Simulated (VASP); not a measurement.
# GaCuC4N4 (P-43m) in VASP: a series of runs, part 2 of 2

VASP 6.6.1. Earlier steps stand in the parts before.

## Step 3: Relaxation of cell and atoms, PBE

This run uses another cell than the first one, of 19.07 Å³/atom.

File INCAR:

```
SYSTEM = GaCuC4N4
ALGO = Normal
EDIFF = 1E-6
EDIFFG = -0.01
ENCUT = 600
GGA = PE
IBRION = 2
ISIF = 3
ISMEAR = 0
LASPH = .TRUE.
LCHARG = .FALSE.
LREAL = .FALSE.
LWAVE = .FALSE.
NELM = 60
NSW = 100
PREC = Accurate
SIGMA = 0.02
```

File KPOINTS:

```
k-points
0
G
  4 4 4
  0 0 0
```

File POSCAR:

```
GaCuC4N4
1.0
    5.7554591653      0.0000000000      0.0000000000
    0.0000000000      5.7554591653      0.0000000000
    0.0000000000      0.0000000000      5.7554591653
Ga Cu C N
1 1 4 4
Direct
    0.5000000000      0.5000000000      0.5000000000
    0.0000000000      0.0000000000      0.0000000000
    0.1932014127      0.1932014127      0.1932014127
    0.1932014127      0.8067985873      0.8067985873
    0.8067985873      0.1932014127      0.8067985873
    0.8067985873      0.8067985873      0.1932014127
    0.3109042684      0.3109042684      0.3109042684
    0.3109042684      0.6890957316      0.6890957316
    0.6890957316      0.3109042684      0.6890957316
    0.6890957316      0.6890957316      0.3109042684
```

Potentials or basis: VASP PAW PBE potentials, release 64 (Ga_d, Cu, C, N).

Started as:

```sh
> cat potpaw_PBE.64/Ga_d/POTCAR potpaw_PBE.64/Cu/POTCAR potpaw_PBE.64/C/POTCAR potpaw_PBE.64/N/POTCAR > POTCAR
> mpirun -np 1 vasp_std > vasp.out
```

OUTCAR:

```text
SYSTEM = GaCuC4N4
   EDIFF = 1E-6
   EDIFFG = -0.01
   ENCUT = 600
   GGA = PE
   IBRION = 2
   ISIF = 3
   ISMEAR = 0
   LASPH = .TRUE.
   LREAL = .FALSE.
   NELM = 60
   NSW = 100
   PREC = Accurate

 ion  position               nearest neighbor table
   1  0.500  0.500  0.500-   7 1.89   8 1.89   9 1.89  10 1.89
   2  0.000  0.000  0.000-   3 1.93   4 1.93   5 1.93   6 1.93
   3  0.193  0.193  0.193-   7 1.17   2 1.93
   4  0.193  0.807  0.807-   8 1.17   2 1.93
   5  0.807  0.193  0.807-   9 1.17   2 1.93
   6  0.807  0.807  0.193-  10 1.17   2 1.93
   7  0.311  0.311  0.311-   3 1.17   1 1.89
   8  0.311  0.689  0.689-   4 1.17   1 1.89
   9  0.689  0.311  0.689-   5 1.17   1 1.89
  10  0.689  0.689  0.311-   6 1.17   1 1.89
[... 193 lines left out ...]
  --------------------------------------------------------------------------------------
  -------------------------------------------------------------------------------------
  Total        0.2541981      0.2541981      0.2541981      0.0000000      0.0000000      0.0000000
  in kB        2.1362053      2.1362053      2.1362053      0.0000000      0.0000000      0.0000000
  external PRESSURE =       2.1362053 kB  Pullay stress =       0.0000000 kB
[... 207 lines left out ...]
--------------------------------------- Ionic step        6  -------------------------------------------

 number of electron      60.0000003 magnetization

 Free energy of the ion-electron system (eV)
  ---------------------------------------------------
  ext. energy  EPLUGINS =         0.00000000
  ---------------------------------------------------
  free energy    TOTEN  =       -74.11881996 eV

  energy without entropy =      -74.11881996  energy(sigma->0) =      -74.11881996

 E-fermi :  -1.1187     XC(G=0):  -7.4524

 val. band max:       -1.2351129165   @ k =   0.5000   0.5000   0.0000
 cond. band min:       2.7859823196   @ k =   0.2500   0.2500   0.2500
 fundamental gap:      4.0210952361
 Fermi energy:        -1.1186889398

 k-point     1 :       0.0000    0.0000    0.0000
  band No.  band energies     occupation
      1     -18.6519      2.00000
      2     -18.4689      2.00000
      3     -18.4689      2.00000
      4     -18.4689      2.00000
      5     -15.7795      2.00000
      6     -15.7795      2.00000
[... 416 lines left out ...]
  FREE ENERGIE OF THE ION-ELECTRON SYSTEM (eV)
  ---------------------------------------------------
  free  energy   TOTEN  =       -74.1188199620 eV

  energy  without entropy=      -74.1188199620  energy(sigma->0) =      -74.11881996

 reached required accuracy - stopping structural energy minimisation
```

CONTCAR:

```text
GaCuC4N4
   1.00000000000000
     5.7527115626984990    0.0000000000000000   -0.0000000000000000
    -0.0000000000000000    5.7527115626984990   -0.0000000000000000
     0.0000000000000000    0.0000000000000000    5.7527115626984990
  Ga              Cu              C               N
     1     1     4     4
Direct
     0.5000000000000000    0.5000000000000000    0.5000000000000000
     0.0000000000000000    0.0000000000000000    0.0000000000000000
     0.1932229295240539    0.1932229295240539    0.1932229295240539
     0.1932229295240539    0.8067770704759460    0.8067770704759460
     0.8067770704759460    0.1932229295240539    0.8067770704759460
     0.8067770704759460    0.8067770704759460    0.1932229295240539
     0.3112287557069965    0.3112287557069965    0.3112287557069965
     0.3112287557069965    0.6887712442930036    0.6887712442930036
     0.6887712442930036    0.3112287557069965    0.6887712442930036
     0.6887712442930036    0.6887712442930036    0.3112287557069965

  0.00000000E+00  0.00000000E+00  0.00000000E+00
  0.00000000E+00  0.00000000E+00  0.00000000E+00
  0.00000000E+00  0.00000000E+00  0.00000000E+00
  0.00000000E+00  0.00000000E+00  0.00000000E+00
  0.00000000E+00  0.00000000E+00  0.00000000E+00
  0.00000000E+00  0.00000000E+00  0.00000000E+00
  0.00000000E+00  0.00000000E+00  0.00000000E+00
  0.00000000E+00  0.00000000E+00  0.00000000E+00
  0.00000000E+00  0.00000000E+00  0.00000000E+00
  0.00000000E+00  0.00000000E+00  0.00000000E+00
```

It took 3.1 min on 1 thread of Intel Xeon 6975P-C (Granite Rapids), shared host; peak memory 0.39 GiB.

Results:

```yaml
Free_energy: -74.1188 eV
Relaxed_volume: 19.04 Å³/atom
Relaxed_cell: a = 5.753 Å, b = 5.753 Å, c = 5.753 Å, α = 90.00°, β = 90.00°, γ = 90.00°
Space_group_after_relaxing_to_0.1_Å: P-43m (No. 215)
Energy_gained_by_relaxing: 0.2 meV/atom
Ionic_steps: 6
Pressure_after_relaxing: 0.0 GPa
Largest_force_after_relaxing: 0.005 eV/Å
Band_gap_on_the_k_mesh: 4.02 eV (least direct gap 4.11 eV)
```

Forces in eV/Å, atoms in the order of the input:
```
Ga   0.000  0.000  0.000
Cu   0.000  0.000  0.000
C    0.003  0.003  0.003
C    0.003 -0.003 -0.003
C   -0.003  0.003 -0.003
C   -0.003 -0.003  0.003
N    0.003  0.003  0.003
N    0.003 -0.003 -0.003
N   -0.003  0.003 -0.003
N   -0.003 -0.003  0.003
```

The path:
```csv
step,energy change (eV),largest force (eV/Å),pressure (GPa),volume (Å³)
1,0.0000,0.3533,0.21,190.65
2,0.1764,3.0790,-3.21,191.35
3,-0.0017,0.0361,-0.11,190.71
4,-0.0017,0.0341,-0.11,190.71
5,-0.0020,0.0114,0.01,190.43
6,-0.0020,0.0048,0.04,190.38
```

Final structure:
```
Ga Cu C N
1.0
     5.75271    0.00000    0.00000
     0.00000    5.75271    0.00000
     0.00000    0.00000    5.75271
Ga Cu C N
1 1 4 4
Direct
  0.50000 0.50000 0.50000
  0.00000 0.00000 0.00000
  0.19322 0.19322 0.19322
  0.19322 0.80678 0.80678
  0.80678 0.19322 0.80678
  0.80678 0.80678 0.19322
  0.31123 0.31123 0.31123
  0.31123 0.68877 0.68877
  0.68877 0.31123 0.68877
  0.68877 0.68877 0.31123
```

A k mesh can miss the band edges.
